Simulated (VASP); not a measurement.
# Co (P-1) in VASP: single point with PBEsol

Aim: the single point of Co with PBEsol.

Everything below comes from runs of VASP 6.6.1. Logs are shortened: lines on timing, memory, paths and dates and some standing lists are left out, and cuts for length are marked.

## (1) The cell of the first run

The typed cell holds 2 atoms: a = 2.456 Å, b = 2.456 Å, c = 3.969 Å, α = 90.00°, β = 90.00°, γ = 120.00°.

## (2) Single point, PBEsol, collinear spin, ferromagnetic start (atoms moved at random)

INCAR

```
  PREC = Accurate
  ENCUT = 520
  EDIFF = 1E-6
  ISMEAR = 0
  SIGMA = 0.15
  LREAL = F
  LASPH = T
  NELM = 150
  ALGO = Fast
  ISIF = 2
  LWAVE = F
  LCHARG = F
  ISPIN = 2
  MAGMOM = 1.8 1.8
  LORBIT = 11
  LMAXMIX = 4
  GGA = PS
  NBANDS = 20
  KPAR = 4
```

KPOINTS

```
regular mesh
0
Gamma
  18 18 8
```

POSCAR

```
Co
1.0
    2.4564223054      0.0000000000      0.0000000000
   -1.2282111527      2.1273241189      0.0000000000
    0.0000000000      0.0000000000      3.9694136133
Co
2
Direct
    0.3676543106      0.6639901137      0.2607662013
    0.6323456894      0.3360098863      0.7392337987
```

Potentials or basis: VASP PAW PBE potentials, release 64 (Co).

Run with:

```
> cat potpaw_PBE.64/Co/POTCAR > POTCAR
> mpirun -np 4 vasp_std > vasp.out
```

OUTCAR:

```text
PREC = Accurate
   ENCUT = 520
   EDIFF = 1E-6
   ISMEAR = 0
   LREAL = F
   LASPH = T
   NELM = 150
   ISIF = 2
   ISPIN = 2
   LORBIT = 11
   GGA = PS

 ion  position               nearest neighbor table
   1  0.368  0.664  0.261-   2 2.28   2 2.38   2 2.43   2 2.46   2 2.52   2 2.60
   2  0.632  0.336  0.739-   1 2.28   1 2.38   1 2.43   1 2.46   1 2.52   1 2.60

  LATTYP: Found a hexagonal cell.
 ALAT       =     2.4564223054
 C/A-ratio  =     1.6159328974

  Lattice vectors:

 A1 = (   2.4564223054,   0.0000000000,   0.0000000000)
 A2 = (  -1.2282111527,   2.1273241189,   0.0000000000)
 A3 = (   0.0000000000,   0.0000000000,   3.9694136133)

Analysis of symmetry for initial positions (statically):
=====================================================================
 Subroutine PRICEL returns:
 Original cell was already a primitive cell.

 Routine SETGRP: Setting up the symmetry group for a
 hexagonal supercell.

 Subroutine GETGRP returns: Found  2 space group operations
 (whereof  2 operations were pure point group operations)
 out of a pool of 24 trial point group operations.

The static configuration has the point symmetry S_2 .

Analysis of symmetry for dynamics (positions and initial velocities):
=====================================================================
 Subroutine PRICEL returns:
 Original cell was already a primitive cell.

 Routine SETGRP: Setting up the symmetry group for a
 hexagonal supercell.

 Subroutine GETGRP returns: Found  2 space group operations
 (whereof  2 operations were pure point group operations)
 out of a pool of 24 trial point group operations.

The dynamic configuration has the point symmetry S_2 .

Analysis of structural, dynamic, and magnetic symmetry:
=====================================================================
 Subroutine PRICEL returns:
 Original cell was already a primitive cell.

 Routine SETGRP: Setting up the symmetry group for a
 hexagonal supercell.

 Subroutine GETGRP returns: Found  2 space group operations
 (whereof  2 operations were pure point group operations)
 out of a pool of 24 trial point group operations.

The overall configuration has the point symmetry S_2 .

 Subroutine INISYM returns: Found  2 space group operations
 (whereof  2 operations are pure point group operations),
 and found     1 'primitive' translations

----------------------------------------------------------------------------------------

                                     Primitive cell

  volume of cell :      20.7426

  direct lattice vectors                    reciprocal lattice vectors
     2.456422305  0.000000000  0.000000000     0.407096124  0.235037057  0.000000000
    -1.228211153  2.127324119  0.000000000     0.000000000  0.470074114  0.000000000
     0.000000000  0.000000000  3.969413613     0.000000000  0.000000000  0.251926379

  length of vectors
     2.456422305  2.456422305  3.969413613     0.470074114  0.470074114  0.251926379

  position of ions in fractional coordinates (direct lattice)
     0.367654311  0.663990114  0.260766201
     0.632345689  0.336009886  0.739233799

  ion indices of the primitive-cell ions
   primitive index   ion index
                 1           1
                 2           2

----------------------------------------------------------------------------------------

 KPOINTS: regular mesh

Automatic generation of k-mesh.
 Grid dimensions read from file:
 generate k-points for:   18   18    8

 Generating k-lattice:

  Cartesian coordinates                     Fractional coordinates (reciprocal lattice)
     0.022616451  0.013057614  0.000000000     0.055555556  0.000000000  0.000000000
     0.000000000  0.026115229  0.000000000     0.000000000  0.055555556  0.000000000
     0.000000000  0.000000000  0.031490797     0.000000000  0.000000000  0.125000000

  Length of vectors
     0.026115229  0.026115229  0.031490797

  Shift w.r.t. Gamma in fractional coordinates (k-lattice)
     0.000000000  0.000000000  0.000000000

 Subroutine IBZKPT returns following result:
 ===========================================

 Found   1300 irreducible k-points:

 Following reciprocal coordinates:
            Coordinates               Weight
  0.000000  0.000000  0.000000      1.000000
  0.055556 -0.000000  0.000000      2.000000
  0.000000  0.055556  0.000000      2.000000
 -0.055556  0.055556  0.000000      2.000000
  0.111111 -0.000000  0.000000      2.000000
  0.000000  0.111111  0.000000      2.000000
[... 16 lines left out ...]
  0.444444 -0.000000  0.000000      2.000000
  0.000000  0.444444  0.000000      2.000000
 [... further k-points ...]
   k-points           NKPTS =   1300   k-points in BZ     NKDIM =   1300   number of bands    NBANDS=     20
   number of dos      NEDOS =    301   number of ions     NIONS =      2
   total plane-waves  NPLWV =   9720
   dimension x,y,z NGX =    18 NGY =   18 NGZ =   30
   dimension x,y,z NGXF=    36 NGYF=   36 NGZF=   60
   ions per type =               2
   NGX,Y,Z   is equivalent  to a cutoff of  12.18, 12.18, 12.56 a.u.
   NGXF,Y,Z  is equivalent  to a cutoff of  24.36, 24.36, 25.13 a.u.
 SYSTEM =  unknown system
   PREC   = accura    normal or accurate (medium, high low for compatibility)
   ISTART =      0    job   : 0-new  1-cont  2-samecut
   ICHARG =      2    charge: 1-file 2-atom 10-const
   ISPIN  =      2    spin polarized calculation?
   LNONCOLLINEAR =      F non collinear calculations
   LSORBIT =      F    spin-orbit coupling
   LASPH  =      T    aspherical Exc in radial PAW
   ENCUT  =  520.0 eV  38.22 Ry    6.18 a.u.   4.57  4.57  7.38*2*pi/ulx,y,z
   NELM   =    150;   NELMIN=  2; NELMDL= -5     # of ELM steps
   EDIFF  = 0.1E-05   stopping-criterion for ELM
   LREAL  =      F    real-space projection
   EDIFFG = 0.1E-04   stopping-criterion for IOM
   NSW    =      0    number of steps for IOM
   IBRION =     -1    ionic relax: 0-MD 1-quasi-New 2-CG
   NFREE  =      0    steps in history (QN), initial steepest desc. (CG)
   ISIF   =      2    stress and relaxation
   ISYM   =      2    0-nonsym 1-usesym 2-fastsym
   POTIM  = 0.5000    time-step for ionic-motion
   TEBEG  =    0.0;   TEEND  =   0.0 temperature during run
   PSTRESS=    0.0 pullay stress
   NELECT =      18.0000    total number of electrons
   NUPDOWN=      -1.0000    fix difference up-down
   EMIN   =  10.00;   EMAX   =-10.00  energy-range for DOS
   EFERMI =   0.00;   METHOD = LEGACY
   ISMEAR =     0;   SIGMA  =   0.15  broadening in eV -4-tet -1-fermi 0-gaus
   EFERMI_NEDOS =   21; number of points for ismear=-14 and -15
   IALGO  =     68    algorithm
   IMIX   =      4    mixing-type and parameters
     AMIX     =   0.40;   BMIX     =  1.00
     AMIX_MAG =   1.60;   BMIX_MAG =  1.00
  volume/ion in A,a.u.               =      10.37        69.99
  Fermi-wavevector in a.u.,A,eV,Ry     =   1.561510  2.950825 33.175250  2.438312
  Thomas-Fermi vector in A             =   2.664564
   LORBIT       =     11    0 simple, 1 ext, 2 COOP (PROOUT), +10 PAW based schemes
   GGA     = PS    functional components
   LHFCALC =     F    Hartree Fock is set to
   AEXX    =    0.0000 exact exchange contribution
   IVDW    =     0    specifies the selected vdW correction
   LEPSILON=     F    determine dielectric tensor
   LRPA    =     F    only Hartree local field effects (RPA)
 spin polarized calculation
 RMM-DIIS sequential band-by-band and
 Gauss-broadening in eV      SIGMA  =   0.15
  energy-cutoff  :      520.00
  volume of cell :       20.74
 maximum number of plane-waves:       576
   NGX =  9   NGY =  9   NGZ = 15

 number of electron      18.0000004 magnetization       3.1597386

 Free energy of the ion-electron system (eV)
  ---------------------------------------------------
  ext. energy  EPLUGINS =         0.00000000
  ---------------------------------------------------
  free energy    TOTEN  =       -15.40923405 eV

  energy without entropy =      -15.39141954  energy(sigma->0) =      -15.40032679

 E-fermi :  10.7696     XC(G=0): -13.8405

 val. band max:       10.7693964906   @ k =   0.1111   0.2778   0.5000
 cond. band min:      10.7701655764   @ k =  -0.3333   0.1667   0.2500
 fundamental gap:      0.0007690858
 Fermi energy:        10.7695945557

 spin component 1

 k-point     1 :       0.0000    0.0000    0.0000
  band No.  band energies     occupation
      1       1.4826      1.00000
      2       5.3562      1.00000
      3       7.9100      1.00000
      4       8.0301      1.00000
      5       8.1523      1.00000
      6       8.3517      1.00000
[... 12 lines left out ...]
     19      37.2396      0.00000
     20      38.2209      0.00000
[... 507 lines left out ...]
 k-point    24 :       0.0000    0.4444    0.0000
  band No.  band energies     occupation
      1       5.6244      1.00000
      2       5.8701      1.00000
      3       6.1073      1.00000
      4       7.9473      1.00000
      5       8.0143      1.00000
      6       8.2409      1.00000
[... 12 lines left out ...]
     19      33.9670      0.00000
     20      37.4176      0.00000

 [... further k-points ...]

 spin component 2

 k-point     1 :       0.0000    0.0000    0.0000
  band No.  band energies     occupation
      1       1.5577      1.00000
      2       6.2923      1.00000
      3       9.4235      1.00000
      4       9.5965      1.00000
      5       9.7582      1.00000
      6       9.9624      1.00000
[... 12 lines left out ...]
     19      37.5935      0.00000
     20      38.5264      0.00000
[... 47 lines left out ...]
 k-point     4 :      -0.0556    0.0556    0.0000
  band No.  band energies     occupation
      1       1.6709      1.00000
      2       6.3725      1.00000
      3       9.3357      1.00000
      4       9.6345      1.00000
      5       9.8109      1.00000
      6       9.9847      1.00000
[... 9 lines left out ...]
     16      35.0708      0.00000
     17      36.4664      0.00000

------------------------ aborting loop because EDIFF is reached ----------------------------------------

  FORCE on cell =-STRESS in cart. coord.  units (eV):
  Direction    XX          YY          ZZ          XY          YZ          ZX
  --------------------------------------------------------------------------------------
  -------------------------------------------------------------------------------------
  Total        0.0329851      0.0524252      0.4737262     -0.4902285     -0.0528966      0.2909436
  in kB        2.5477989      4.0493706     36.5910568    -37.8657093     -4.0857811     22.4727542
  external PRESSURE =      14.3960755 kB  Pullay stress =       0.0000000 kB

 VOLUME and BASIS-vectors are now :
 -----------------------------------------------------------------------------
  energy-cutoff  :      520.00
  volume of cell :       20.74
      direct lattice vectors                 reciprocal lattice vectors
     2.456422305  0.000000000  0.000000000     0.407096124  0.235037057  0.000000000
    -1.228211153  2.127324119  0.000000000     0.000000000  0.470074114  0.000000000
     0.000000000  0.000000000  3.969413613     0.000000000  0.000000000  0.251926379

 POSITION                                       TOTAL-FORCE (eV/Angst)
 -----------------------------------------------------------------------------------
      0.08759      1.41252      1.03509        -0.512565      0.071955     -0.766615
      1.14062      0.71480      2.93432         0.512565     -0.071955      0.766615
 -----------------------------------------------------------------------------------
    total drift:                                0.000000      0.000000     -0.000000

  FREE ENERGIE OF THE ION-ELECTRON SYSTEM (eV)
  ---------------------------------------------------
  free  energy   TOTEN  =       -15.4092340483 eV

  energy  without entropy=      -15.3914195387  energy(sigma->0) =      -15.40032679

 total charge

# of ion       s       p       d       tot
------------------------------------------
    1        0.512   0.569   7.296   8.377
    2        0.512   0.569   7.296   8.377
--------------------------------------------------
tot          1.023   1.137  14.593  16.753

 magnetization (x)

# of ion       s       p       d       tot
------------------------------------------
    1       -0.014  -0.050   1.649   1.585
    2       -0.014  -0.050   1.649   1.585
--------------------------------------------------
tot         -0.028  -0.101   3.298   3.169
```

Run time: 6.5 min. Hardware: 4 MPI ranks of Oxide Virtual Turin-like, shared host; peak memory 0.71 GiB.

What came out:

| Quantity | Value |
| --- | --- |
| Free energy | -15.4092 eV |
| Pressure | 1.4 GPa |
| Largest force | 0.925 eV/Å |
| Net moment | 3.16 μB per cell |
| Site moments | Co +1.58 μB |
| Valence electrons inside the program's atomic spheres | Co 8.38 |

Forces on the atoms (eV/Å):
```
Co  -0.513  0.072 -0.767
Co   0.513 -0.072  0.767
```

Levels at points of the mesh, in eV from the Fermi level:
Spin up:
| k point | band 6 | band 7 | band 8 | band 9 | band 10 | band 11 | band 12 | band 13 | band 14 | band 15 |
| --- | --- | --- | --- | --- | --- | --- | --- | --- | --- | --- |
| (0.00, 0.00, 0.00) | -2.42 | -2.27 | -2.11 | -1.68 | -1.10 | -0.50 | -0.16 | 6.68 | 22.12 | 24.73 |
| (0.50, 0.00, 0.00) | -2.23 | -2.21 | -0.57 | -0.56 | -0.42 | 0.96 | 3.98 | 9.15 | 10.11 | 13.48 |
| (0.00, 0.50, 0.00) | -2.55 | -2.32 | -0.67 | -0.62 | -0.46 | 1.35 | 3.54 | 9.74 | 10.82 | 13.03 |
| (0.50, 0.50, 0.00) | -2.81 | -2.28 | -0.69 | -0.64 | -0.41 | 1.87 | 2.97 | 10.54 | 11.75 | 12.35 |
| (0.00, 0.00, 0.50) | -2.77 | -2.71 | -2.59 | -1.33 | -1.14 | -1.02 | -1.00 | 14.82 | 16.13 | 22.92 |
| (0.50, 0.00, 0.50) | -1.66 | -1.36 | -1.27 | -0.53 | -0.50 | 1.88 | 2.27 | 7.00 | 7.41 | 18.51 |
| (0.00, 0.50, 0.50) | -1.65 | -1.06 | -0.95 | -0.56 | -0.49 | 1.47 | 1.80 | 7.40 | 7.75 | 18.27 |
| (0.50, 0.50, 0.50) | -1.64 | -0.75 | -0.63 | -0.59 | -0.50 | 1.03 | 1.26 | 7.80 | 8.03 | 18.52 |
Spin down:
```tsv
k point	band 5	band 6	band 7	band 8	band 9	band 10
(0.00, 0.00, 0.00)	-1.01	-0.81	-0.67	-0.42	-0.08	0.15
(0.50, 0.00, 0.00)	-1.39	-0.68	-0.59	1.26	1.28	1.36
(0.00, 0.50, 0.00)	-1.32	-1.03	-0.80	1.20	1.21	1.36
(0.50, 0.50, 0.00)	-1.67	-1.16	-0.84	1.13	1.29	1.43
(0.00, 0.00, 0.50)	-1.21	-1.21	-1.11	-1.04	0.43	0.72
(0.50, 0.00, 0.50)	-0.51	-0.15	0.01	0.21	1.30	1.30
(0.00, 0.50, 0.50)	-0.38	-0.02	0.27	0.45	1.27	1.32
(0.50, 0.50, 0.50)	-0.28	0.13	0.47	0.67	1.24	1.33
```

Caveat: the cell differs from its parent crystal (atoms moved at random); the PAW data sets were made with another functional, which shifts forces and pressure a little.
